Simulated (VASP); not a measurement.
# Sr (I4/mmm) in VASP: further runs, part 2 of 2

VASP 6.6.1. The steps go on from the part before.

**3. Single point, PBEsol (strain -0.050 along x and y, +0.050 along z)**

Contents of INCAR:

```
  ALGO = Fast
  EDIFF = 1E-7
  ENCUT = 520
  GGA = PS
  ISIF = 2
  ISMEAR = 0
  LASPH = True
  LCHARG = False
  LREAL = False
  LWAVE = False
  NBANDS = 11
  NELM = 60
  PREC = Accurate
  SIGMA = 0.03
```

Contents of KPOINTS:

```
k-points
0
Gamma
  10 10 10
```

Contents of POSCAR:

```
Sr
1.0
    0.0000000000      2.8902325000      3.1944675000
    2.8902325000      0.0000000000      3.1944675000
    2.8902325000      2.8902325000      0.0000000000
Sr
1
Direct
    0.0000000000      0.0000000000      0.0000000000
```

Potentials or basis: VASP PAW PBE potentials, release 64 (Sr_sv).

Command:

```
> cat potpaw_PBE.64/Sr_sv/POTCAR > POTCAR
> mpirun -np 1 vasp_std > vasp.out
```

OUTCAR:

```text
EDIFF = 1E-7
   ENCUT = 520
   GGA = PS
   ISIF = 2
   ISMEAR = 0
   LASPH = True
   LREAL = False
   NELM = 60
   PREC = Accurate

 ion  position               nearest neighbor table
   1  0.000  0.000  0.000-

  LATTYP: Found a body centered tetragonal cell.
 ALAT       =     4.0874059999
 C/A-ratio  =     1.5630781479

  Lattice vectors:

 A1 = (  -2.8902325000,   0.0000000000,   3.1944675000)
 A2 = (   2.8902325000,   0.0000000000,   3.1944675000)
 A3 = (   0.0000000000,   2.8902325000,  -3.1944675000)

Analysis of symmetry for initial positions (statically):
=====================================================================
 Subroutine PRICEL returns:
 Original cell was already a primitive cell.

 Routine SETGRP: Setting up the symmetry group for a
 body centered tetragonal supercell.

 Subroutine GETGRP returns: Found 16 space group operations
 (whereof 16 operations were pure point group operations)
 out of a pool of 16 trial point group operations.

The static configuration has the point symmetry D_4h.

Analysis of symmetry for dynamics (positions and initial velocities):
=====================================================================
 Subroutine PRICEL returns:
 Original cell was already a primitive cell.

 Routine SETGRP: Setting up the symmetry group for a
 body centered tetragonal supercell.

 Subroutine GETGRP returns: Found 16 space group operations
 (whereof 16 operations were pure point group operations)
 out of a pool of 16 trial point group operations.

The dynamic configuration has the point symmetry D_4h.

 Subroutine INISYM returns: Found 16 space group operations
 (whereof 16 operations are pure point group operations),
 and found     1 'primitive' translations

----------------------------------------------------------------------------------------

                                     Primitive cell

  volume of cell :      53.3696

  direct lattice vectors                    reciprocal lattice vectors
     0.000000000  2.890232500  3.194467500    -0.172996463  0.172996463  0.156520609
     2.890232500  0.000000000  3.194467500     0.172996463 -0.172996463  0.156520609
     2.890232500  2.890232500  0.000000000     0.172996463  0.172996463 -0.156520609

  length of vectors
     4.307907440  4.307907440  4.087406000     0.290438038  0.290438038  0.290438038

  position of ions in fractional coordinates (direct lattice)
     0.000000000  0.000000000  0.000000000

  ion indices of the primitive-cell ions
   primitive index   ion index
                 1           1

----------------------------------------------------------------------------------------

 KPOINTS: k-points

Automatic generation of k-mesh.
 Grid dimensions read from file:
 generate k-points for:   10   10   10

 Generating k-lattice:

  Cartesian coordinates                     Fractional coordinates (reciprocal lattice)
    -0.017299646  0.017299646  0.015652061     0.100000000  0.000000000  0.000000000
     0.017299646 -0.017299646  0.015652061     0.000000000  0.100000000  0.000000000
     0.017299646  0.017299646 -0.015652061     0.000000000  0.000000000  0.100000000

  Length of vectors
     0.029043804  0.029043804  0.029043804

  Shift w.r.t. Gamma in fractional coordinates (k-lattice)
     0.000000000  0.000000000  0.000000000

 Subroutine IBZKPT returns following result:
 ===========================================

 Found    102 irreducible k-points:

 Following reciprocal coordinates:
            Coordinates               Weight
  0.000000  0.000000  0.000000      1.000000
  0.100000 -0.000000  0.000000      8.000000
  0.200000 -0.000000  0.000000      8.000000
  0.300000 -0.000000  0.000000      8.000000
  0.400000 -0.000000  0.000000      8.000000
  0.500000 -0.000000  0.000000      4.000000
[... 16 lines left out ...]
  0.300000  0.300000  0.000000      2.000000
  0.400000  0.300000  0.000000      8.000000
 [... further k-points ...]
   k-points           NKPTS =    102   k-points in BZ     NKDIM =    102   number of bands    NBANDS=     11
   number of dos      NEDOS =    301   number of ions     NIONS =      1
   total plane-waves  NPLWV =  30720
   dimension x,y,z NGX =    32 NGY =   32 NGZ =   30
   dimension x,y,z NGXF=    64 NGYF=   64 NGZF=   60
   ions per type =               1
   NGX,Y,Z   is equivalent  to a cutoff of  12.35, 12.35, 12.20 a.u.
   NGXF,Y,Z  is equivalent  to a cutoff of  24.70, 24.70, 24.40 a.u.
 SYSTEM =  unknown system
   PREC   = accura    normal or accurate (medium, high low for compatibility)
   ISTART =      0    job   : 0-new  1-cont  2-samecut
   ICHARG =      2    charge: 1-file 2-atom 10-const
   ISPIN  =      1    spin polarized calculation?
   LNONCOLLINEAR =      F non collinear calculations
   LSORBIT =      F    spin-orbit coupling
   LASPH  =      T    aspherical Exc in radial PAW
   ENCUT  =  520.0 eV  38.22 Ry    6.18 a.u.   8.01  8.01  7.60*2*pi/ulx,y,z
   NELM   =     60;   NELMIN=  2; NELMDL= -5     # of ELM steps
   EDIFF  = 0.1E-06   stopping-criterion for ELM
   LREAL  =      F    real-space projection
   EDIFFG = 0.1E-05   stopping-criterion for IOM
   NSW    =      0    number of steps for IOM
   IBRION =     -1    ionic relax: 0-MD 1-quasi-New 2-CG
   NFREE  =      0    steps in history (QN), initial steepest desc. (CG)
   ISIF   =      2    stress and relaxation
   ISYM   =      2    0-nonsym 1-usesym 2-fastsym
   POTIM  = 0.5000    time-step for ionic-motion
   TEBEG  =    0.0;   TEEND  =   0.0 temperature during run
   PSTRESS=    0.0 pullay stress
   NELECT =      10.0000    total number of electrons
   NUPDOWN=      -1.0000    fix difference up-down
   EMIN   =  10.00;   EMAX   =-10.00  energy-range for DOS
   EFERMI =   0.00;   METHOD = LEGACY
   ISMEAR =     0;   SIGMA  =   0.03  broadening in eV -4-tet -1-fermi 0-gaus
   EFERMI_NEDOS =   21; number of points for ismear=-14 and -15
   IALGO  =     68    algorithm
   IMIX   =      4    mixing-type and parameters
     AMIX     =   0.40;   BMIX     =  1.00
     AMIX_MAG =   1.60;   BMIX_MAG =  1.00
  volume/ion in A,a.u.               =      53.37       360.16
  Fermi-wavevector in a.u.,A,eV,Ry     =   0.936793  1.770281 11.940208  0.877581
  Thomas-Fermi vector in A             =   2.063838
   LORBIT       =      0    0 simple, 1 ext, 2 COOP (PROOUT), +10 PAW based schemes
   GGA     = PS    functional components
   LHFCALC =     F    Hartree Fock is set to
   AEXX    =    0.0000 exact exchange contribution
   IVDW    =     0    specifies the selected vdW correction
   LEPSILON=     F    determine dielectric tensor
   LRPA    =     F    only Hartree local field effects (RPA)
 non-spin polarized calculation
 RMM-DIIS sequential band-by-band and
 Gauss-broadening in eV      SIGMA  =   0.03
  energy-cutoff  :      520.00
  volume of cell :       53.37
 maximum number of plane-waves:      1457
   NGX = 15   NGY = 15   NGZ = 15

 number of electron      10.0000000 magnetization

 Free energy of the ion-electron system (eV)
  ---------------------------------------------------
  ext. energy  EPLUGINS =         0.00000000
  ---------------------------------------------------
  free energy    TOTEN  =        -1.83108970 eV

  energy without entropy =       -1.83031222  energy(sigma->0) =       -1.83070096

 E-fermi :   1.6328     XC(G=0):  -7.5242

 val. band max:        1.6307750354   @ k =  -0.2000   0.5000   0.3000
 cond. band min:       1.6446347396   @ k =  -0.3000   0.3000   0.2000
 fundamental gap:      0.0138597042
 Fermi energy:         1.6328036386

 k-point     1 :       0.0000    0.0000    0.0000
  band No.  band energies     occupation
      1     -34.8859      2.00000
      2     -16.7889      2.00000
      3     -16.7761      2.00000
      4     -16.7761      2.00000
      5      -2.1051      2.00000
      6       3.6151      0.00000
      7       4.1881      0.00000
      8       4.1881      0.00000
      9       4.9550      0.00000
     10       5.9104      0.00000
     11       8.8819      0.00000
[... 309 lines left out ...]
 k-point    24 :       0.4000    0.3000    0.0000
  band No.  band energies     occupation
      1     -34.8721      2.00000
      2     -16.9425      2.00000
      3     -16.8328      2.00000
      4     -16.8190      2.00000
      5      -0.0083      2.00000
      6       2.3043      0.00000
      7       2.6245      0.00000
      8       5.4479      0.00000
      9       5.7361      0.00000
     10       6.5459      0.00000
     11       8.0397      0.00000

 [... further k-points ...]

------------------------ aborting loop because EDIFF is reached ----------------------------------------

  FORCE on cell =-STRESS in cart. coord.  units (eV):
  Direction    XX          YY          ZZ          XY          YZ          ZX
  --------------------------------------------------------------------------------------
  -------------------------------------------------------------------------------------
  Total       -0.0476796     -0.0476796     -0.2796680      0.0000000     -0.0000000      0.0000000
  in kB       -1.4313598     -1.4313598     -8.3957479      0.0000000     -0.0000000      0.0000000
  external PRESSURE =      -3.7528225 kB  Pullay stress =       0.0000000 kB

 VOLUME and BASIS-vectors are now :
 -----------------------------------------------------------------------------
  energy-cutoff  :      520.00
  volume of cell :       53.37
      direct lattice vectors                 reciprocal lattice vectors
     0.000000000  2.890232500  3.194467500    -0.172996463  0.172996463  0.156520609
     2.890232500  0.000000000  3.194467500     0.172996463 -0.172996463  0.156520609
     2.890232500  2.890232500  0.000000000     0.172996463  0.172996463 -0.156520609

 POSITION                                       TOTAL-FORCE (eV/Angst)
 -----------------------------------------------------------------------------------
      0.00000      0.00000      0.00000        -0.000000      0.000000      0.000000
 -----------------------------------------------------------------------------------
    total drift:                               -0.000000     -0.000000     -0.000000

  FREE ENERGIE OF THE ION-ELECTRON SYSTEM (eV)
  ---------------------------------------------------
  free  energy   TOTEN  =        -1.8310896993 eV

  energy  without entropy=       -1.8303122179  energy(sigma->0) =       -1.83070096
```

OSZICAR:

```text
N       E                     dE             d eps       ncg     rms          rms(c)
DAV:   1     0.341512126241E+02    0.34151E+02   -0.48677E+03  2244   0.791E+02
DAV:   2    -0.252394026006E+00   -0.34404E+02   -0.33869E+02  2650   0.149E+02
DAV:   3    -0.176776237716E+01   -0.15154E+01   -0.15001E+01  3388   0.229E+01
DAV:   4    -0.183300004864E+01   -0.65238E-01   -0.65116E-01  2905   0.439E+00
DAV:   5    -0.183510505483E+01   -0.21050E-02   -0.21049E-02  3218   0.550E-01    0.117E+01
RMM:   6    -0.183253784131E+01    0.25672E-02   -0.54857E-03  2425   0.881E-01    0.665E+00
RMM:   7    -0.183080369042E+01    0.17342E-02   -0.11281E-02  2681   0.129E+00    0.251E-01
RMM:   8    -0.183098851909E+01   -0.18483E-03   -0.33471E-03  3116   0.355E-01    0.713E-02
RMM:   9    -0.183106972521E+01   -0.81206E-04   -0.56176E-04  3583   0.103E-01    0.769E-02
RMM:  10    -0.183108339309E+01   -0.13668E-04   -0.95771E-05  3504   0.517E-02    0.872E-02
RMM:  11    -0.183109230600E+01   -0.89129E-05   -0.15386E-05  3254   0.363E-02    0.232E-02
RMM:  12    -0.183109019534E+01    0.21107E-05   -0.93873E-06  3531   0.147E-02    0.108E-02
RMM:  13    -0.183108960231E+01    0.59304E-06   -0.27435E-06  3518   0.936E-03    0.214E-03
RMM:  14    -0.183108969926E+01   -0.96948E-07   -0.73492E-07  2876   0.325E-03
   1 F= -.18310897E+01 E0= -.18307010E+01  d E =-.777481E-03
```

stdout:

```text
POSCAR found type information on POSCAR Sr
 POSCAR found :  1 types and       1 ions
 scaLAPACK will be used
 -----------------------------------------------------------------------------
|                                                                             |
|                                                                             |
|     You enforced a specific xc type in the INCAR file but a different       |
|     I HOPE YOU KNOW WHAT YOU ARE DOING!                                     |
|                                                                             |
 -----------------------------------------------------------------------------

 LDA part: xc-table for (Slater+PW92), standard interpolation
 POSCAR, INCAR and KPOINTS ok, starting setup
 FFT: planning ... GRIDC
 FFT: planning ... GRID_SOFT
 FFT: planning ... GRID
 WAVECAR not read
 entering main loop
WARNING in EDDRMM: call to ZHEGV failed, returncode =   8  4      5
WARNING in EDDRMM: call to ZHEGV failed, returncode =   8  4      5
WARNING in EDDRMM: call to ZHEGV failed, returncode =   8  4      7
WARNING in EDDRMM: call to ZHEGV failed, returncode =   8  4      5
WARNING in EDDRMM: call to ZHEGV failed, returncode =   6  3      5
```

It took 24 s on 1 thread of Intel Xeon 6975P-C (Granite Rapids), shared host; peak memory 0.2 GiB.

Results:

| Quantity | Value |
| --- | --- |
| Free energy | -1.8311 eV |
| Pressure | -0.4 GPa |
| Band gap on the k mesh | zero (bands 5 and 6 overlap by 0.02 eV) |

Levels at points of the mesh, in eV from the Fermi level:
```
           k point  band 1  band 2  band 3  band 4  band 5  band 6  band 7  band 8  band 9  band 10
(0.00, 0.00, 0.00)  -36.52  -18.42  -18.41  -18.41   -3.74    1.98    2.56    2.56    3.32     4.28
(0.50, 0.00, 0.00)  -36.50  -18.64  -18.46  -18.42   -1.18    0.09    1.84    2.52    4.77     5.00
(0.50, 0.50, 0.00)  -36.50  -18.61  -18.47  -18.47   -0.91    0.42    0.55    5.02    5.22     5.24
(0.50, 0.00, 0.50)  -36.49  -18.63  -18.53  -18.48   -0.63    0.24    1.39    4.68    4.87     5.04
```

Caveat: the cell differs from its parent crystal (strain -0.050 along x and y, +0.050 along z); the PAW data sets were made with another functional, which shifts forces and pressure a little.

**4. Single point, PBEsol (strain +0.000 along x and y, -0.050 along z)**

Contents of INCAR:

```
SYSTEM = Sr
PREC = Accurate
ENCUT = 520
EDIFF = 1E-6
ISMEAR = 0
SIGMA = 0.03
LREAL = .False.
LASPH = .True.
NELM = 60
ALGO = Normal
ISIF = 2
LWAVE = .False.
LCHARG = .False.
GGA = PS
NBANDS = 11
```

Contents of KPOINTS:

```
regular mesh
0
Gamma
  10 10 10
  0 0 0
```

Contents of POSCAR:

```
Sr
1.0
    0.0000000000      3.0423500000      2.8902325000
    3.0423500000      0.0000000000      2.8902325000
    3.0423500000      3.0423500000      0.0000000000
Sr
1
Direct
    0.0000000000      0.0000000000      0.0000000000
```

Command:

```
> cat potpaw_PBE.64/Sr_sv/POTCAR > POTCAR
> mpirun -np 1 vasp_std > vasp.out
```

Wall time 17 s (1 thread of Intel Xeon 6975P-C (Granite Rapids), shared host); peak memory 0.21 GiB.

It converged, with:

| Item | Value |
| --- | --- |
| Free energy | -1.8362 eV |
| Pressure | -0.4 GPa |
| Band gap on the k mesh | zero (bands 5 and 6 overlap by 0.02 eV) |

Stress tensor (GPa, compression positive):
```
-0.44  0.00  0.00
 0.00 -0.44  0.00
 0.00  0.00 -0.36
```

Levels at points of the mesh, in eV from the Fermi level:
```
           k point  band 2  band 3  band 4  band 5  band 6  band 7  band 8  band 9
(0.00, 0.00, 0.00)  -18.42  -18.42  -18.41   -3.74    2.24    2.24    2.51    3.62
(0.50, 0.00, 0.00)  -18.64  -18.46  -18.44   -1.19    0.08    1.99    2.35    4.81
(0.50, 0.50, 0.00)  -18.62  -18.51  -18.51   -0.62    0.19    1.39    4.91    5.12
(0.50, 0.00, 0.50)  -18.62  -18.50  -18.48   -0.76    0.33    0.93    4.87    5.08
```

Caveat: the cell differs from its parent crystal (strain +0.000 along x and y, -0.050 along z); the PAW data sets were made with another functional, which shifts forces and pressure a little.

**5. The runs side by side**

| cell | gap on the mesh (eV) | pressure (GPa) |
| --- | --- | --- |
| a = 4.252, b = 4.252, c = 4.087 Å, angles 61.3, 61.3, 57.5°, 1 atom | none | -0.1 |
| a = 4.308, b = 4.308, c = 4.087 Å, angles 61.7, 61.7, 56.6°, 1 atom | none | -0.4 |
| a = 4.196, b = 4.196, c = 4.303 Å, angles 59.2, 59.2, 61.7°, 1 atom | none | -0.4 |

Alike in all rows: task single point; level PBEsol; potentials or basis VASP PAW PBE potentials, release 64 (Sr_sv); no spin polarisation; k mesh 10 × 10 × 10; cutoff (eV) 520; smearing gaussian 0.03 eV.

Caveats: the PAW data sets were made with another functional, which shifts forces and pressure a little.

Absolute energies hang on the potentials; compare differences alone.
